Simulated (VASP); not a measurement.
# CoGe3 (Pm-3m) in VASP: further runs, part 2 of 2

VASP 6.6.1. The steps go on from the part before.

### Step 4. Single point, r2SCAN

Input file POSCAR:

```
CoGe3
1.0
    3.9922210234      0.0000000000      0.0000000000
    0.0000000000      3.9922210234      0.0000000000
    0.0000000000      0.0000000000      3.9922210234
Ge Co
3 1
Direct
    0.0000000000      0.5000000000      0.5000000000
    0.5000000000      0.0000000000      0.5000000000
    0.5000000000      0.5000000000      0.0000000000
    0.0000000000      0.0000000000      0.0000000000
```

Input file INCAR.step1:

```
SYSTEM = CoGe3
  PREC = Accurate
  ENCUT = 520
  ISMEAR = 0
  SIGMA = 0.1
  LREAL = .FALSE.
  LASPH = .TRUE.
  NELM = 80
  NBANDS = 34
  GGA = PE
  ALGO = Normal
  EDIFF = 1E-4
  LWAVE = .TRUE.
  LCHARG = .FALSE.
```

Input file INCAR.step2:

```
SYSTEM = CoGe3
  PREC = Accurate
  ENCUT = 520
  EDIFF = 1E-7
  ISMEAR = 0
  SIGMA = 0.1
  LREAL = .FALSE.
  LASPH = .TRUE.
  NELM = 80
  ALGO = Normal
  ISIF = 2
  LWAVE = .FALSE.
  LCHARG = .TRUE.
  METAGGA = R2SCAN
  LMIXTAU = .TRUE.
  LELF = .TRUE.
  LVHAR = .TRUE.
  NBANDS = 34
  ISTART = 1
```

Input file KPOINTS:

```
regular mesh
0
G
  10 10 10
  0 0 0
```

Potentials or basis: VASP PAW PBE potentials, release 64 (Ge_d, Co).

Launch:

```console
$ cat potpaw_PBE.64/Ge_d/POTCAR potpaw_PBE.64/Co/POTCAR > POTCAR
$ cp INCAR.step1 INCAR
$ mpirun -np 1 vasp_std > vasp.out
$ cp INCAR.step2 INCAR
$ mpirun -np 1 vasp_std > vasp.out
```

OUTCAR:

```text
SYSTEM = CoGe3
   PREC = Accurate
   ENCUT = 520
   EDIFF = 1E-7
   ISMEAR = 0
   LREAL = .FALSE.
   LASPH = .TRUE.
   NELM = 80
   ISIF = 2
   METAGGA = R2SCAN
   ISTART = 1

 ion  position               nearest neighbor table
   1  0.000  0.500  0.500-   2 2.82   3 2.82   4 2.82   3 2.82   4 2.82   2 2.82   4 2.82   4 2.82
                             2 2.82   3 2.82   3 2.82   2 2.82
   2  0.500  0.000  0.500-   1 2.82   3 2.82   4 2.82   3 2.82   4 2.82   1 2.82   3 2.82   3 2.82
                             1 2.82   4 2.82   4 2.82   1 2.82
   3  0.500  0.500  0.000-   1 2.82   2 2.82   4 2.82   1 2.82   2 2.82   2 2.82   4 2.82   2 2.82
                             1 2.82   4 2.82   1 2.82   4 2.82
   4  0.000  0.000  0.000-   1 2.82   2 2.82   3 2.82   1 2.82   2 2.82   1 2.82   3 2.82   1 2.82
                             2 2.82   3 2.82   2 2.82   3 2.82

  LATTYP: Found a simple cubic cell.
 ALAT       =     3.9922210234

  Lattice vectors:

 A1 = (   3.9922210234,   0.0000000000,   0.0000000000)
 A2 = (   0.0000000000,   3.9922210234,   0.0000000000)
 A3 = (   0.0000000000,   0.0000000000,   3.9922210234)

Analysis of symmetry for initial positions (statically):
=====================================================================
 Subroutine PRICEL returns:
 Original cell was already a primitive cell.

 Routine SETGRP: Setting up the symmetry group for a
 simple cubic supercell.

 Subroutine GETGRP returns: Found 48 space group operations
 (whereof 48 operations were pure point group operations)
 out of a pool of 48 trial point group operations.

The static configuration has the point symmetry O_h .

Analysis of symmetry for dynamics (positions and initial velocities):
=====================================================================
 Subroutine PRICEL returns:
 Original cell was already a primitive cell.
[... 123 lines left out ...]
   NELECT =      51.0000    total number of electrons
   NUPDOWN=      -1.0000    fix difference up-down
   EMIN   =  10.00;   EMAX   =-10.00  energy-range for DOS
   EFERMI =   0.00;   METHOD = LEGACY
   ISMEAR =     0;   SIGMA  =   0.10  broadening in eV -4-tet -1-fermi 0-gaus
   EFERMI_NEDOS =   21; number of points for ismear=-14 and -15
   IALGO  =     38    algorithm
   IMIX   =      4    mixing-type and parameters
     AMIX     =   0.40;   BMIX     =  1.00
     AMIX_MAG =   1.60;   BMIX_MAG =  1.00
  volume/ion in A,a.u.               =      15.91       107.34
  Fermi-wavevector in a.u.,A,eV,Ry     =   1.520724  2.873751 31.464841  2.312601
  Thomas-Fermi vector in A             =   2.629536
   LORBIT       =      0    0 simple, 1 ext, 2 COOP (PROOUT), +10 PAW based schemes
   METAGGA = R2SCAN    functional components
   LHFCALC =     F    Hartree Fock is set to
   AEXX    =    0.0000 exact exchange contribution
   IVDW    =     0    specifies the selected vdW correction
   LEPSILON=     F    determine dielectric tensor
   LRPA    =     F    only Hartree local field effects (RPA)
 non-spin polarized calculation
 Gauss-broadening in eV      SIGMA  =   0.10
  energy-cutoff  :      520.00
  volume of cell :       63.63
 maximum number of plane-waves:      1743
 NGX is ok and might be reduce to    30
   NGX = 15   NGY = 15   NGZ = 15

 number of electron      50.9999951 magnetization

 Free energy of the ion-electron system (eV)
  ---------------------------------------------------
  ext. energy  EPLUGINS =         0.00000000
  ---------------------------------------------------
  free energy    TOTEN  =       -52.20376768 eV

  energy without entropy =      -52.18746005  energy(sigma->0) =      -52.19561387

 E-fermi :   7.9628     XC(G=0): -13.1433

 val. band max:        7.9320257960   @ k =   0.5000   0.5000   0.3000
 cond. band min:       8.0002134252   @ k =   0.5000   0.4000   0.0000
 fundamental gap:      0.0681876292
 Fermi energy:         7.9627949434

 k-point     1 :       0.0000    0.0000    0.0000
  band No.  band energies     occupation
      1     -17.7060      2.00000
      2     -17.7060      2.00000
      3     -17.7060      2.00000
      4     -17.7056      2.00000
      5     -17.5868      2.00000
      6     -17.5868      2.00000
[... 877 lines left out ...]
     33      14.0986      0.00000
     34      17.0713      0.00000

 [... further k-points ...]
[... 5 lines left out ...]
  --------------------------------------------------------------------------------------
  -------------------------------------------------------------------------------------
  Total       -1.3768836     -1.3768836     -1.3768836      0.0000000     -0.0000000      0.0000000
  in kB      -34.6708181    -34.6708181    -34.6708181      0.0000000     -0.0000000      0.0000000
  external PRESSURE =     -34.6708181 kB  Pullay stress =       0.0000000 kB

 VOLUME and BASIS-vectors are now :
 -----------------------------------------------------------------------------
  energy-cutoff  :      520.00
  volume of cell :       63.63
      direct lattice vectors                 reciprocal lattice vectors
     3.992221023  0.000000000  0.000000000     0.250487133  0.000000000  0.000000000
     0.000000000  3.992221023  0.000000000     0.000000000  0.250487133  0.000000000
     0.000000000  0.000000000  3.992221023     0.000000000  0.000000000  0.250487133

 POSITION                                       TOTAL-FORCE (eV/Angst)
 -----------------------------------------------------------------------------------
      0.00000      1.99611      1.99611         0.000000      0.000000      0.000000
      1.99611      0.00000      1.99611         0.000000      0.000000      0.000000
      1.99611      1.99611      0.00000         0.000000      0.000000      0.000000
      0.00000      0.00000      0.00000         0.000000      0.000000      0.000000
 -----------------------------------------------------------------------------------
    total drift:                                0.000000      0.000000     -0.000000

  FREE ENERGIE OF THE ION-ELECTRON SYSTEM (eV)
  ---------------------------------------------------
  free  energy   TOTEN  =       -52.2037676844 eV

  energy  without entropy=      -52.1874600503  energy(sigma->0) =      -52.19561387
```

It took 7 min on 1 thread of Intel Xeon 6975P-C (Granite Rapids), shared host; peak memory 0.23 GiB.

What came out:

- Free energy: -52.2038 eV
- Pressure: -3.5 GPa
- Band gap on the k mesh: zero (an odd number of electrons rules out a gap without spin polarisation)

Levels at points of the mesh, in eV from the Fermi level:
```
           k point  band 22  band 23  band 24  band 25  band 26  band 27  band 28  band 29
(0.00, 0.00, 0.00)    -0.94    -0.94    -0.94    -0.23    -0.23     0.74     3.59     3.59
(0.50, 0.00, 0.00)    -0.93    -0.89    -0.61    -0.61     0.42     0.42     0.80     0.94
(0.50, 0.50, 0.00)    -0.98    -0.79    -0.78    -0.08     0.54     1.40     1.40     2.44
(0.50, 0.50, 0.50)    -5.23    -0.71    -0.71    -0.67    -0.16    -0.16    -0.16     8.81
```

Caveat: the cell stands under tension; the PAW data sets were made with another functional, which shifts forces and pressure a little; the run has no spin polarisation, though such a crystal can be magnetic. Spin polarisation is off, so any magnetic state and its effect on volume and gap are missing.

### Step 5. Relaxation of cell and atoms, PBE

Input file INCAR:

```
SYSTEM = CoGe3
PREC = Accurate
ENCUT = 600
EDIFF = 1E-7
ISMEAR = 0
SIGMA = 0.1
LREAL = .FALSE.
LASPH = .TRUE.
NELM = 80
ALGO = Normal
ISIF = 3
LWAVE = .FALSE.
LCHARG = .FALSE.
GGA = PE
IBRION = 2
NSW = 80
EDIFFG = -0.01
```

KPOINTS is that of step 4.

POSCAR is that of step 4.

Launch:

```console
$ cat potpaw_PBE.64/Ge_d/POTCAR potpaw_PBE.64/Co/POTCAR > POTCAR
$ mpirun -np 1 vasp_std > vasp.out
```

Run time: 2.1 min. Hardware: 1 thread of Intel Xeon 6975P-C (Granite Rapids), shared host; peak memory 0.25 GiB.

It converged, with:

```yaml
Free_energy: -18.9346 eV
Relaxed_volume: 15.93 Å³/atom
Relaxed_cell: a = 3.994 Å, b = 3.994 Å, c = 3.994 Å, α = 90.00°, β = 90.00°, γ = 90.00°
Space_group_after_relaxing_to_0.1_Å: Pm-3m (No. 221)
Energy_gained_by_relaxing: 0.0 meV/atom
Ionic_steps: 2
Pressure_after_relaxing: -0.1 GPa
Band_gap_on_the_k_mesh: zero (an odd number of electrons rules out a gap without spin polarisation)
```

Final structure:
```cif
data_structure
_symmetry_space_group_name_H-M 'P 1'
_symmetry_Int_Tables_number 1
_cell_length_a 3.9942
_cell_length_b 3.9942
_cell_length_c 3.9942
_cell_angle_alpha 90.000
_cell_angle_beta 90.000
_cell_angle_gamma 90.000
_cell_volume 63.72
loop_
_atom_site_label
_atom_site_type_symbol
_atom_site_fract_x
_atom_site_fract_y
_atom_site_fract_z
_atom_site_occupancy
Ge1 Ge 0.00000 0.50000 0.50000 1
Ge2 Ge 0.50000 0.00000 0.50000 1
Ge3 Ge 0.50000 0.50000 0.00000 1
Co1 Co 0.00000 0.00000 0.00000 1
```

Levels at points of the mesh, in eV from the Fermi level:
| k point | band 22 | band 23 | band 24 | band 25 | band 26 | band 27 | band 28 | band 29 |
| --- | --- | --- | --- | --- | --- | --- | --- | --- |
| (0.00, 0.00, 0.00) | -0.92 | -0.92 | -0.92 | -0.19 | -0.19 | 0.51 | 3.48 | 3.48 |
| (0.50, 0.00, 0.00) | -0.87 | -0.83 | -0.47 | -0.47 | 0.41 | 0.41 | 0.68 | 0.73 |
| (0.50, 0.50, 0.00) | -0.97 | -0.68 | -0.67 | 0.00 | 0.43 | 1.24 | 1.24 | 2.40 |
| (0.50, 0.50, 0.50) | -4.91 | -0.71 | -0.60 | -0.60 | -0.18 | -0.18 | -0.18 | 8.32 |

Caveat: the run has no spin polarisation, though such a crystal can be magnetic. Spin polarisation is off, so any magnetic state and its effect on volume and gap are missing.

### Step 6. Relaxation of cell and atoms, PBE

Input file INCAR:

```
  PREC = Accurate
  ENCUT = 600
  EDIFF = 1E-6
  ISMEAR = 0
  SIGMA = 0.1
  LREAL = False
  LASPH = True
  NELM = 100
  ALGO = Normal
  ISIF = 3
  LWAVE = False
  LCHARG = False
  GGA = PE
  IBRION = 2
  NSW = 100
  EDIFFG = -0.01
```

Input file KPOINTS:

```
Automatic mesh
0
Gamma
  10 10 10
```

Input file POSCAR:

```
CoGe3
1.0
    3.9945493910      0.0000000000      0.0000000000
    0.0000000000      3.9945493910      0.0000000000
    0.0000000000      0.0000000000      3.9945493910
Ge Co
3 1
Direct
    0.0000000000      0.5000000000      0.5000000000
    0.5000000000      0.0000000000      0.5000000000
    0.5000000000      0.5000000000      0.0000000000
    0.0000000000      0.0000000000      0.0000000000
```

Potentials or basis: VASP PAW PBE potentials, release 64 (Ge_d, Co).

Launch:

```console
$ cat potpaw_PBE.64/Ge_d/POTCAR potpaw_PBE.64/Co/POTCAR > POTCAR
$ mpirun -np 1 vasp_std > vasp.out
```

OUTCAR:

```text
PREC = Accurate
   ENCUT = 600
   EDIFF = 1E-6
   ISMEAR = 0
   LREAL = False
   LASPH = True
   NELM = 100
   ISIF = 3
   GGA = PE
   IBRION = 2
   NSW = 100
   EDIFFG = -0.01

 ion  position               nearest neighbor table
   1  0.000  0.500  0.500-   2 2.82   3 2.82   4 2.82   3 2.82   4 2.82   2 2.82   4 2.82   4 2.82
                             2 2.82   3 2.82   3 2.82   2 2.82
   2  0.500  0.000  0.500-   1 2.82   3 2.82   4 2.82   3 2.82   4 2.82   1 2.82   3 2.82   3 2.82
                             1 2.82   4 2.82   4 2.82   1 2.82
   3  0.500  0.500  0.000-   1 2.82   2 2.82   4 2.82   1 2.82   2 2.82   2 2.82   4 2.82   2 2.82
                             1 2.82   4 2.82   1 2.82   4 2.82
[... 999 lines left out ...]
  Total       -0.0165503     -0.0165503     -0.0165503     -0.0000000     -0.0000000      0.0000000
  in kB       -0.4160177     -0.4160177     -0.4160177     -0.0000000     -0.0000000      0.0000000
  external PRESSURE =      -0.4160177 kB  Pullay stress =       0.0000000 kB

 VOLUME and BASIS-vectors are now :
 -----------------------------------------------------------------------------
  energy-cutoff  :      600.00
  volume of cell :       63.74
      direct lattice vectors                 reciprocal lattice vectors
     3.994549391  0.000000000  0.000000000     0.250341128  0.000000000  0.000000000
     0.000000000  3.994549391  0.000000000     0.000000000  0.250341128  0.000000000
     0.000000000  0.000000000  3.994549391     0.000000000  0.000000000  0.250341128

 POSITION                                       TOTAL-FORCE (eV/Angst)
 -----------------------------------------------------------------------------------
      0.00000      1.99727      1.99727         0.000000      0.000000      0.000000
      1.99727      0.00000      1.99727         0.000000      0.000000      0.000000
      1.99727      1.99727      0.00000         0.000000      0.000000      0.000000
      0.00000      0.00000      0.00000         0.000000      0.000000      0.000000
 -----------------------------------------------------------------------------------
    total drift:                                0.000000     -0.000000     -0.000000

  FREE ENERGIE OF THE ION-ELECTRON SYSTEM (eV)
  ---------------------------------------------------
  free  energy   TOTEN  =       -18.9346221423 eV

  energy  without entropy=      -18.9181207458  energy(sigma->0) =      -18.92637144

 reached required accuracy - stopping structural energy minimisation
```

OSZICAR:

```text
N       E                     dE             d eps       ncg     rms          rms(c)
DAV:   1     0.436680170484E+03    0.43668E+03   -0.26473E+04  3840   0.504E+03
DAV:   2     0.532362821142E+02   -0.38344E+03   -0.37461E+03  3360   0.853E+02
DAV:   3    -0.158333983759E+02   -0.69070E+02   -0.67529E+02  3636   0.227E+02
DAV:   4    -0.198737710363E+02   -0.40404E+01   -0.39626E+01  3944   0.606E+01
DAV:   5    -0.199768130035E+02   -0.10304E+00   -0.10301E+00  4286   0.978E+00    0.117E+01
DAV:   6    -0.314234849026E+02   -0.11447E+02   -0.53744E+01  3620   0.688E+01    0.311E+01
DAV:   7    -0.194071897601E+02    0.12016E+02   -0.18637E+01  3664   0.590E+01    0.802E+00
DAV:   8    -0.189328123362E+02    0.47438E+00   -0.46064E+00  3972   0.140E+01    0.138E+00
DAV:   9    -0.189353843341E+02   -0.25720E-02   -0.32942E-01  3670   0.379E+00    0.362E-01
DAV:  10    -0.189346644504E+02    0.71988E-03   -0.16736E-02  4130   0.160E+00    0.125E-01
DAV:  11    -0.189346319416E+02    0.32509E-04   -0.10306E-03  4530   0.477E-01    0.819E-02
DAV:  12    -0.189346267116E+02    0.52300E-05   -0.95764E-05  4492   0.115E-01    0.269E-02
DAV:  13    -0.189346218175E+02    0.48941E-05   -0.18518E-05  4440   0.536E-02    0.541E-03
DAV:  14    -0.189346221423E+02   -0.32480E-06   -0.15977E-06  2644   0.178E-02
   1 F= -.18934622E+02 E0= -.18926371E+02  d E =-.189346E+02
```

CONTCAR:

```text
CoGe3
   1.00000000000000
     3.9945493910000001    0.0000000000000000    0.0000000000000000
     0.0000000000000000    3.9945493910000001    0.0000000000000000
     0.0000000000000000    0.0000000000000000    3.9945493910000001
  Ge              Co
     3     1
Direct
     0.0000000000000000    0.5000000000000000    0.5000000000000000
     0.5000000000000000    0.0000000000000000    0.5000000000000000
     0.5000000000000000    0.5000000000000000    0.0000000000000000
     0.0000000000000000    0.0000000000000000    0.0000000000000000

  0.00000000E+00  0.00000000E+00  0.00000000E+00
  0.00000000E+00  0.00000000E+00  0.00000000E+00
  0.00000000E+00  0.00000000E+00  0.00000000E+00
  0.00000000E+00  0.00000000E+00  0.00000000E+00
```

It took 86 s on 1 thread of Intel Xeon 6975P-C (Granite Rapids), shared host; peak memory 0.24 GiB.

Results:

```
Free energy             : -18.9346 eV
Pressure after relaxing : 0.0 GPa
Band gap on the k mesh  : zero (an odd number of electrons rules out a gap without spin polarisation)
```

Final structure:
```xyz
4
Lattice="3.9945 0.0000 0.0000 0.0000 3.9945 0.0000 0.0000 0.0000 3.9945" Properties=species:S:1:pos:R:3 pbc="T T T"
Ge    0.0000    1.9973    1.9973
Ge    1.9973    0.0000    1.9973
Ge    1.9973    1.9973    0.0000
Co    0.0000    0.0000    0.0000
```

Caveat: the relaxation stopped at its first step, so nothing moved; the run has no spin polarisation, though such a crystal can be magnetic. Spin polarisation is off, so any magnetic state and its effect on volume and gap are missing.

### Step 7. Summary

```tsv
task	level	cell	k mesh	cutoff (eV)	gap on the mesh (eV)	pressure (GPa)
single point	PBE	a = 3.995 Å, 4 atoms	6 × 6 × 6	520	none	0.4
single point	PBE	a = 3.992 Å, 4 atoms	10 × 10 × 10	520	none	0.1
single point	r2SCAN	a = 3.992 Å, 4 atoms	10 × 10 × 10	520	none	-3.5
relaxation of cell and atoms	PBE	relaxed from a = 3.992 Å, 4 atoms	10 × 10 × 10	600	none	-0.1
relaxation of cell and atoms	PBE	relaxed from a = 3.995 Å, 4 atoms	10 × 10 × 10	600	none	0.0
```

Alike in all rows: potentials or basis VASP PAW PBE potentials, release 64 (Ge_d, Co); no spin polarisation; smearing gaussian 0.1 eV.

Caveats: the run has no spin polarisation, though such a crystal can be magnetic; the cell stands under tension (at least some runs); the PAW data sets were made with another functional, which shifts forces and pressure a little (at least some runs); the relaxation stopped at its first step, so nothing moved (at least some runs).

Total energies depend on the potentials used, so only differences within one code and one set of settings carry meaning.
